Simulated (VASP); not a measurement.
A run of VASP 6.6.1 is set up as follows.

The input POSCAR:

```
N
1.0
    5.7366054085      0.0000000000      0.0000000000
    0.0000000000      5.7366054085      0.0000000000
    0.0000000000      0.0000000000      5.7366054085
N
8
Direct
    0.0549992053      0.4450007947      0.5549992053
    0.4450007947      0.5549992053      0.0549992053
    0.5549992053      0.0549992053      0.4450007947
    0.9450007947      0.9450007947      0.9450007947
    0.9450007947      0.5549992053      0.4450007947
    0.5549992053      0.4450007947      0.9450007947
    0.4450007947      0.9450007947      0.5549992053
    0.0549992053      0.0549992053      0.0549992053
```

The input INCAR.step1:

```
PREC = Accurate
ENCUT = 520
ISMEAR = -1
SIGMA = 0.05
LREAL = False
LASPH = True
NELM = 60
NBANDS = 30
GGA = PE
ALGO = Normal
EDIFF = 1E-4
LWAVE = True
LCHARG = False
```

Contents of INCAR.step2:

```
PREC = Accurate
ENCUT = 520
EDIFF = 1E-7
ISMEAR = -1
SIGMA = 0.05
LREAL = False
LASPH = True
NELM = 60
ALGO = Normal
ISIF = 2
LWAVE = False
LCHARG = True
METAGGA = R2SCAN
LMIXTAU = True
LELF = True
LVHAR = True
NBANDS = 30
ISTART = 1
```

File KPOINTS:

```
regular mesh
0
Gamma
  5 5 5
```

Potentials or basis: VASP PAW PBE potentials, release 64 (N).

The run is started by

```bash
$ cat potpaw_PBE.64/N/POTCAR > POTCAR
$ cp INCAR.step1 INCAR
$ mpirun -np 1 vasp_std > vasp.out
$ cp INCAR.step2 INCAR
$ mpirun -np 1 vasp_std > vasp.out
```

Predict the band gap on the k mesh.

8.21 eV (least direct gap 8.23 eV).

Predict the pressure.

2.5 GPa.

Forces in eV/Å, atoms in the order of the input:
```
N    1.337 -1.337  1.337
N   -1.337  1.337  1.337
N    1.337  1.337 -1.337
N   -1.337 -1.337 -1.337
N   -1.337  1.337 -1.337
N    1.337 -1.337 -1.337
N   -1.337 -1.337  1.337
N    1.337  1.337  1.337
```

Caveat: the standard files for N, O and F lose accuracy on very short bonds; the PAW data sets were made with another functional, which shifts forces and pressure a little; an odd mesh through Γ misses points on the zone boundary, where band edges can lie.
